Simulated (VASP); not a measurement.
# InSb (F-43m) in VASP: further runs, part 2 of 2

VASP 6.6.1. The steps go on from the part before.

### Step 3. Relaxation of cell and atoms, PBEsol, target pressure 10 GPa, at which the enthalpy is minimised

Input file INCAR:

```
ALGO = Normal
EDIFF = 1E-6
EDIFFG = -0.002
ENCUT = 600
GGA = PS
IBRION = 2
ISIF = 3
ISMEAR = -1
LASPH = T
LCHARG = F
LREAL = F
LWAVE = F
NELM = 100
NSW = 100
PREC = Accurate
PSTRESS = 100.0
SIGMA = 0.1
```

Input file KPOINTS:

```
k-points
0
Gamma
  12 12 12
```

Input file POSCAR:

```
InSb
1.0
    0.0000000000      3.2600996144      3.2600996144
    3.2600996144      0.0000000000      3.2600996144
    3.2600996144      3.2600996144      0.0000000000
In Sb
1 1
Direct
    0.0000000000      0.0000000000      0.0000000000
    0.7500000000      0.7500000000      0.7500000000
```

Potentials or basis: VASP PAW PBE potentials, release 64 (In_d, Sb).

On the command line:

```
$ cat potpaw_PBE.64/In_d/POTCAR potpaw_PBE.64/Sb/POTCAR > POTCAR
$ mpirun -np 1 vasp_std > vasp.out
```

OUTCAR:

```text
EDIFF = 1E-6
   EDIFFG = -0.002
   ENCUT = 600
   GGA = PS
   IBRION = 2
   ISIF = 3
   ISMEAR = -1
   LASPH = T
   LREAL = F
   NELM = 100
   NSW = 100
   PREC = Accurate
   PSTRESS = 100.0

 ion  position               nearest neighbor table
   1  0.000  0.000  0.000-   2 2.82   2 2.82   2 2.82   2 2.82
   2  0.750  0.750  0.750-   1 2.82   1 2.82   1 2.82   1 2.82

  LATTYP: Found a face centered cubic cell.
 ALAT       =     6.5201992288

  Lattice vectors:

 A1 = (   0.0000000000,   3.2600996144,   3.2600996144)
 A2 = (   3.2600996144,   0.0000000000,   3.2600996144)
 A3 = (   3.2600996144,   3.2600996144,   0.0000000000)

Analysis of symmetry for initial positions (statically):
=====================================================================
 Subroutine PRICEL returns:
 Original cell was already a primitive cell.

 Routine SETGRP: Setting up the symmetry group for a
 face centered cubic supercell.

 Subroutine GETGRP returns: Found 24 space group operations
 (whereof 24 operations were pure point group operations)
 out of a pool of 48 trial point group operations.

The static configuration has the point symmetry T_d .

Analysis of symmetry for dynamics (positions and initial velocities):
=====================================================================
 Subroutine PRICEL returns:
 Original cell was already a primitive cell.

 Routine SETGRP: Setting up the symmetry group for a
 face centered cubic supercell.

 Subroutine GETGRP returns: Found 24 space group operations
 (whereof 24 operations were pure point group operations)
 out of a pool of 48 trial point group operations.

The dynamic configuration has the point symmetry T_d .

 Subroutine INISYM returns: Found 24 space group operations
 (whereof 24 operations are pure point group operations),
 and found     1 'primitive' translations

----------------------------------------------------------------------------------------

                                     Primitive cell

[... 121 lines left out ...]
 conjugate gradient relaxation of ions
 non-spin polarized calculation
  energy-cutoff  :      600.00
  volume of cell :       69.30
 maximum number of plane-waves:      2334
 NGX is ok and might be reduce to    40
   NGX = 19   NGY = 19   NGZ = 19

--------------------------------------- Ionic step        1  -------------------------------------------

 number of electron      17.9999999 magnetization

 Free energy of the ion-electron system (eV)
  ---------------------------------------------------
  ext. energy  EPLUGINS =         0.00000000
  ---------------------------------------------------
  free energy    TOTEN  =        -7.70156762 eV

  energy without entropy =       -7.69994651  energy(sigma->0) =       -7.70075707

------------------------ aborting loop because EDIFF is reached ----------------------------------------

  FORCE on cell =-STRESS in cart. coord.  units (eV):
  Direction    XX          YY          ZZ          XY          YZ          ZX
  --------------------------------------------------------------------------------------
  -------------------------------------------------------------------------------------
  Total        0.0058840      0.0058840      0.0058840     -0.0000000      0.0000000     -0.0000000
  in kB        0.1360388      0.1360388      0.1360388     -0.0000000      0.0000000     -0.0000000
  external PRESSURE =     -99.8639612 kB  Pullay stress =     100.0000000 kB
[... 25 lines left out ...]
--------------------------------------- Ionic step        2  -------------------------------------------

 number of electron      17.9999999 magnetization

 E-fermi :   9.1717     XC(G=0): -10.2664

 val. band max:        8.9598575292   @ k =   0.0000   0.0000   0.0000
 cond. band min:       9.4550047900   @ k =   0.4167   0.4167   0.0000
 fundamental gap:      0.4951472608
 Fermi energy:         9.1717367749

 k-point     1 :       0.0000    0.0000    0.0000
  band No.  band energies     occupation
      1      -6.7330      2.00000
      2      -6.7330      2.00000
      3      -6.7330      2.00000
      4      -6.5132      2.00000
      5      -6.5132      2.00000
      6      -4.3086      2.00000
      7       8.9599      1.78543
      8       8.9599      1.78543
      9       8.9599      1.78543
     10      10.5489      0.00000
     11      11.6942      0.00000
     12      11.6942      0.00000
     13      11.6942      0.00000
[... 595 lines left out ...]
--------------------------------------- Ionic step        8  -------------------------------------------

 number of electron      18.0000002 magnetization

 Free energy of the ion-electron system (eV)
  ---------------------------------------------------
  ext. energy  EPLUGINS =         0.00000000
  ---------------------------------------------------
  free energy    TOTEN  =        -7.42834111 eV

  energy without entropy =       -7.42785186  energy(sigma->0) =       -7.42809649

 E-fermi :   6.9150     XC(G=0):  -9.4801

 val. band max:        6.5757599590   @ k =   0.0000   0.0000   0.0000
 cond. band min:       7.1407755438   @ k =   0.0000   0.0000   0.0000
 fundamental gap:      0.5650155848
 Fermi energy:         6.9150106366

 k-point     1 :       0.0000    0.0000    0.0000
  band No.  band energies     occupation
      1      -8.3576      2.00000
      2      -8.3576      2.00000
      3      -8.3576      2.00000
      4      -8.2229      2.00000
      5      -8.2229      2.00000
      6      -5.1710      2.00000
      7       6.5758      1.93494
      8       6.5758      1.93494
      9       6.5758      1.93494
     10       7.1408      0.18938
     11       9.4578      0.00000
     12       9.4578      0.00000
     13       9.4578      0.00000
[... 401 lines left out ...]
  energy  without entropy=       -7.4278518649  energy(sigma->0) =       -7.42809649

  enthalpy is  TOTEN    =        -3.7388960249 eV   P V=        3.6894450865

 reached required accuracy - stopping structural energy minimisation
```

OSZICAR:

```text
N       E                     dE             d eps       ncg     rms          rms(c)
DAV:   1     0.114833911870E+03    0.11483E+03   -0.86823E+03  1872   0.153E+03
DAV:   2     0.229486143159E+00   -0.11460E+03   -0.11211E+03  1977   0.331E+02
DAV:   3    -0.761209314507E+01   -0.78416E+01   -0.77738E+01  2467   0.901E+01
DAV:   4    -0.783310812463E+01   -0.22101E+00   -0.22090E+00  2250   0.174E+01
[... 67 lines left out ...]
       N       E                     dE             d eps       ncg     rms          rms(c)
DAV:   1    -0.742834848956E+01   -0.79052E-03   -0.17772E-04  2362   0.284E-01    0.168E-02
DAV:   2    -0.742834250203E+01    0.59875E-05   -0.13621E-05  1807   0.915E-02    0.603E-03
DAV:   3    -0.742834126667E+01    0.12354E-05   -0.30227E-06  1822   0.383E-02    0.350E-03
DAV:   4    -0.742834111144E+01    0.15523E-06   -0.11534E-07   936   0.361E-03
   8 F= -.37388960E+01 E0= -.37386514E+01  d E =-.797830E-04
```

Wall time 4 min (1 thread of Intel Xeon Platinum 8488C (Sapphire Rapids), shared host); peak memory 0.31 GiB.

What came out:

```yaml
Free_energy: -7.4283 eV
Relaxed_volume: 29.56 Å³/atom
Relaxed_cell: a = 4.372 Å, b = 4.372 Å, c = 4.372 Å, α = 60.00°, β = 60.00°, γ = 60.00°
Space_group_after_relaxing_to_0.1_Å: F-43m (No. 216)
Energy_change_on_relaxing_the_run_minimises_the_enthalpy: +136.6 meV/atom
Ionic_steps: 8
Pressure_after_relaxing: 10.0 GPa
Band_gap_on_the_k_mesh: 0.56 eV
```

Step by step:
| step | energy change (eV) | largest force (eV/Å) | pressure (GPa) | volume (Å³) |
| --- | --- | --- | --- | --- |
| 1 | 0.0000 | 0.0000 | 0.01 | 69.30 |
| 2 | 1.3795 | 0.0000 | 31.09 | 49.82 |
| 3 | 0.2539 | 0.0000 | 9.53 | 59.43 |
| 4 | 0.2700 | 0.0000 | 9.90 | 59.16 |
| 5 | 0.2820 | 0.0000 | 10.21 | 58.97 |
| 6 | 0.2638 | 0.0000 | 9.78 | 59.26 |
| 7 | 0.2740 | 0.0000 | 10.02 | 59.10 |
| 8 | 0.2732 | 0.0000 | 9.99 | 59.11 |

Final structure:
```yaml
crystal:
  lattice:
    - [0.00000, 3.09182, 3.09182]
    - [3.09182, 0.00000, 3.09182]
    - [3.09182, 3.09182, 0.00000]
  atoms:
    - { symbol: In, position: [0.00000, 0.00000, 0.00000] }
    - { symbol: Sb, position: [0.75000, 0.75000, 0.75000] }
```

Caveat: the cell is relaxed towards a set pressure, so the run minimises the enthalpy, not the energy; semilocal functionals underestimate gaps, and a narrow one can read as zero; the PAW data sets were made with another functional, which shifts forces and pressure a little; spin-orbit coupling is left out, which moves the levels of the heavy elements. A k mesh can miss the band edges.

### Step 4. Relaxation of cell and atoms, PBEsol, target pressure 15 GPa, at which the enthalpy is minimised

Input file INCAR:

```
SYSTEM = InSb
PREC = Accurate ; ENCUT = 600
EDIFF = 1E-7 ; ISMEAR = -1
SIGMA = 0.1 ; LREAL = .False.
LASPH = .True. ; NELM = 100
ALGO = Normal ; ISIF = 3
LWAVE = .False. ; LCHARG = .False.
GGA = PS ; IBRION = 2
NSW = 100 ; EDIFFG = -0.002
PSTRESS = 150.0
```

Input file KPOINTS:

```
regular mesh
0
Gamma
  12 12 12
  0 0 0
```

POSCAR is that of step 3.

Potentials or basis: VASP PAW PBE potentials, release 64 (In_d, Sb).

On the command line:

```
$ cat potpaw_PBE.64/In_d/POTCAR potpaw_PBE.64/Sb/POTCAR > POTCAR
$ mpirun -np 1 vasp_std > vasp.out
```

OUTCAR:

```text
SYSTEM = InSb
   PREC = Accurate
   ENCUT = 600
   EDIFF = 1E-7
   ISMEAR = -1
   LREAL = .False.
   LASPH = .True.
   NELM = 100
   ISIF = 3
   GGA = PS
   IBRION = 2
   NSW = 100
   EDIFFG = -0.002
   PSTRESS = 150.0

 ion  position               nearest neighbor table
   1  0.000  0.000  0.000-   2 2.82   2 2.82   2 2.82   2 2.82
   2  0.750  0.750  0.750-   1 2.82   1 2.82   1 2.82   1 2.82

  LATTYP: Found a face centered cubic cell.
 ALAT       =     6.5201992288

  Lattice vectors:

 A1 = (   0.0000000000,   3.2600996144,   3.2600996144)
 A2 = (   3.2600996144,   0.0000000000,   3.2600996144)
 A3 = (   3.2600996144,   3.2600996144,   0.0000000000)

Analysis of symmetry for initial positions (statically):
=====================================================================
 Subroutine PRICEL returns:
 Original cell was already a primitive cell.

 Routine SETGRP: Setting up the symmetry group for a
 face centered cubic supercell.

 Subroutine GETGRP returns: Found 24 space group operations
 (whereof 24 operations were pure point group operations)
 out of a pool of 48 trial point group operations.

The static configuration has the point symmetry T_d .

Analysis of symmetry for dynamics (positions and initial velocities):
=====================================================================
 Subroutine PRICEL returns:
 Original cell was already a primitive cell.

 Routine SETGRP: Setting up the symmetry group for a
 face centered cubic supercell.

 Subroutine GETGRP returns: Found 24 space group operations
 (whereof 24 operations were pure point group operations)
 out of a pool of 48 trial point group operations.

The dynamic configuration has the point symmetry T_d .

 Subroutine INISYM returns: Found 24 space group operations
 (whereof 24 operations are pure point group operations),
 and found     1 'primitive' translations

----------------------------------------------------------------------------------------

                                     Primitive cell

  volume of cell :      69.2983

  direct lattice vectors                    reciprocal lattice vectors
     0.000000000  3.260099614  3.260099614    -0.153369547  0.153369547  0.153369547
[... 121 lines left out ...]
 maximum number of plane-waves:      2334
 NGX is ok and might be reduce to    40
   NGX = 19   NGY = 19   NGZ = 19

--------------------------------------- Ionic step        1  -------------------------------------------

 number of electron      17.9999999 magnetization

 Free energy of the ion-electron system (eV)
  ---------------------------------------------------
  ext. energy  EPLUGINS =         0.00000000
  ---------------------------------------------------
  free energy    TOTEN  =        -7.70156755 eV

  energy without entropy =       -7.69994679  energy(sigma->0) =       -7.70075717

------------------------ aborting loop because EDIFF is reached ----------------------------------------

  FORCE on cell =-STRESS in cart. coord.  units (eV):
  Direction    XX          YY          ZZ          XY          YZ          ZX
  --------------------------------------------------------------------------------------
  -------------------------------------------------------------------------------------
  Total        0.0063953      0.0063953      0.0063953      0.0000000      0.0000000     -0.0000000
  in kB        0.1478593      0.1478593      0.1478593      0.0000000      0.0000000     -0.0000000
  external PRESSURE =    -149.8521407 kB  Pullay stress =     150.0000000 kB
[... 25 lines left out ...]
--------------------------------------- Ionic step        2  -------------------------------------------

 number of electron      18.0000002 magnetization

 E-fermi :  11.9511     XC(G=0): -11.1455

 val. band max:       11.8320566112   @ k =  -0.0833   0.0833   0.0000
 cond. band min:      11.9826710112   @ k =   0.4167   0.4167   0.0000
 fundamental gap:      0.1506144000
 Fermi energy:        11.9511363238

 k-point     1 :       0.0000    0.0000    0.0000
  band No.  band energies     occupation
      1      -4.8605      2.00000
      2      -4.8605      2.00000
      3      -4.8605      2.00000
      4      -4.5136      2.00000
      5      -4.5136      2.00000
      6      -3.2282      2.00000
      7      12.0589      0.50802
      8      12.0589      0.50802
      9      12.0589      0.50802
     10      14.5083      0.00000
     11      14.5083      0.00000
     12      14.5083      0.00000
     13      14.5544      0.00000
[... 481 lines left out ...]
--------------------------------------- Ionic step        5  -------------------------------------------

 number of electron      18.0000001 magnetization

 Free energy of the ion-electron system (eV)
  ---------------------------------------------------
  ext. energy  EPLUGINS =         0.00000000
  ---------------------------------------------------
  free energy    TOTEN  =        -7.19662481 eV

  energy without entropy =       -7.19619418  energy(sigma->0) =       -7.19640950

 E-fermi :   7.6012     XC(G=0):  -9.7144

 val. band max:        7.2494860819   @ k =   0.0000   0.0000   0.0000
 cond. band min:       8.0432274612   @ k =   0.4167   0.4167   0.0000
 fundamental gap:      0.7937413793
 Fermi energy:         7.6011705376

 k-point     1 :       0.0000    0.0000    0.0000
  band No.  band energies     occupation
      1      -7.8777      2.00000
      2      -7.8777      2.00000
      3      -7.8777      2.00000
      4      -7.7205      2.00000
      5      -7.7205      2.00000
      6      -4.9228      2.00000
      7       7.2495      1.94233
      8       7.2495      1.94233
      9       7.2495      1.94233
     10       8.1297      0.01008
     11      10.0978      0.00000
     12      10.0978      0.00000
     13      10.0978      0.00000
[... 401 lines left out ...]
  energy  without entropy=       -7.1961941846  energy(sigma->0) =       -7.19640950

  enthalpy is  TOTEN    =        -1.9431227716 eV   P V=        5.2535020348

 reached required accuracy - stopping structural energy minimisation
```

OSZICAR:

```text
N       E                     dE             d eps       ncg     rms          rms(c)
DAV:   1     0.114833911870E+03    0.11483E+03   -0.86823E+03  1872   0.153E+03
DAV:   2     0.229486143159E+00   -0.11460E+03   -0.11211E+03  1977   0.331E+02
DAV:   3    -0.761209314507E+01   -0.78416E+01   -0.77738E+01  2467   0.901E+01
DAV:   4    -0.783310812463E+01   -0.22101E+00   -0.22090E+00  2250   0.174E+01
[... 54 lines left out ...]
DAV:   3    -0.719664116707E+01    0.53265E-03   -0.15190E-03  2552   0.899E-01    0.811E-02
DAV:   4    -0.719663065613E+01    0.10511E-04   -0.62477E-05  1932   0.819E-02    0.547E-02
DAV:   5    -0.719662365648E+01    0.69996E-05   -0.11670E-05  2310   0.350E-02    0.226E-02
DAV:   6    -0.719662470851E+01   -0.10520E-05   -0.21920E-06  2828   0.154E-02    0.405E-03
DAV:   7    -0.719662480642E+01   -0.97913E-07   -0.17229E-07  1321   0.851E-03
   5 F= -.19431228E+01 E0= -.19429075E+01  d E =-.729442E+00
```

CONTCAR:

```text
InSb
   1.00000000000000
     0.0000000000000000    3.0386411217723071    3.0386411217723071
     3.0386411217723071   -0.0000000000000000    3.0386411217723071
     3.0386411217723071    3.0386411217723071   -0.0000000000000000
  In              Sb
     1     1
Direct
     0.0000000000000000    0.0000000000000000    0.0000000000000000
     0.7500000000000000    0.7500000000000000    0.7500000000000000

  0.00000000E+00  0.00000000E+00  0.00000000E+00
  0.00000000E+00  0.00000000E+00  0.00000000E+00
```

It took 3.8 min on 1 thread of Intel Xeon Platinum 8488C (Sapphire Rapids), shared host; peak memory 0.31 GiB.

What came out:

```yaml
Free_energy: -7.1966 eV
Relaxed_volume: 28.06 Å³/atom
Relaxed_cell: a = 4.297 Å, b = 4.297 Å, c = 4.297 Å, α = 60.00°, β = 60.00°, γ = 60.00°
Space_group_after_relaxing_to_0.1_Å: F-43m (No. 216)
Energy_change_on_relaxing_the_run_minimises_the_enthalpy: +252.5 meV/atom
Ionic_steps: 5
Pressure_after_relaxing: 15.0 GPa
Band_gap_on_the_k_mesh: 0.79 eV (least direct gap 0.88 eV)
```

Step by step:
| step | energy change (eV) | largest force (eV/Å) | pressure (GPa) | volume (Å³) |
| --- | --- | --- | --- | --- |
| 1 | 0.0000 | 0.0000 | 0.01 | 69.30 |
| 2 | 3.8899 | 0.0000 | 72.51 | 41.61 |
| 3 | 0.4208 | 0.0000 | 13.25 | 57.07 |
| 4 | 0.4799 | 0.0000 | 14.49 | 56.39 |
| 5 | 0.5049 | 0.0000 | 14.99 | 56.11 |

Final structure:
```cif
data_structure
_symmetry_space_group_name_H-M 'P 1'
_symmetry_Int_Tables_number 1
_cell_length_a 4.2973
_cell_length_b 4.2973
_cell_length_c 4.2973
_cell_angle_alpha 60.000
_cell_angle_beta 60.000
_cell_angle_gamma 60.000
_cell_volume 56.11
loop_
_atom_site_label
_atom_site_type_symbol
_atom_site_fract_x
_atom_site_fract_y
_atom_site_fract_z
_atom_site_occupancy
In1 In 0.00000 0.00000 0.00000 1
Sb1 Sb 0.75000 0.75000 0.75000 1
```

Caveat: the cell is relaxed towards a set pressure, so the run minimises the enthalpy, not the energy; the volume moved by over 15 % at a fixed basis, so the end points are rough; semilocal functionals underestimate gaps, and a narrow one can read as zero; the PAW data sets were made with another functional, which shifts forces and pressure a little; spin-orbit coupling is left out, which moves the levels of the heavy elements.

### Step 5. Summary

| cell | gap on the mesh (eV) | pressure (GPa) |
| --- | --- | --- |
| relaxed to 7 GPa | 0.34 | 7.0 |
| relaxed to 10 GPa | 0.56 | 10.0 |
| relaxed to 15 GPa | 0.79 | 15.0 |

Alike in all rows: task relaxation of cell and atoms; level PBEsol; potentials or basis VASP PAW PBE potentials, release 64 (In_d, Sb); no spin polarisation; k mesh 12 × 12 × 12; cutoff (eV) 600; smearing fermi-dirac 0.1 eV.

Caveats: the cell is relaxed towards a set pressure, so the run minimises the enthalpy, not the energy; semilocal functionals underestimate gaps, and a narrow one can read as zero; the PAW data sets were made with another functional, which shifts forces and pressure a little; spin-orbit coupling is left out, which moves the levels of the heavy elements; the volume moved by over 15 % at a fixed basis, so the end points are rough (at least some runs).

Absolute energies hang on the potentials; compare differences alone.
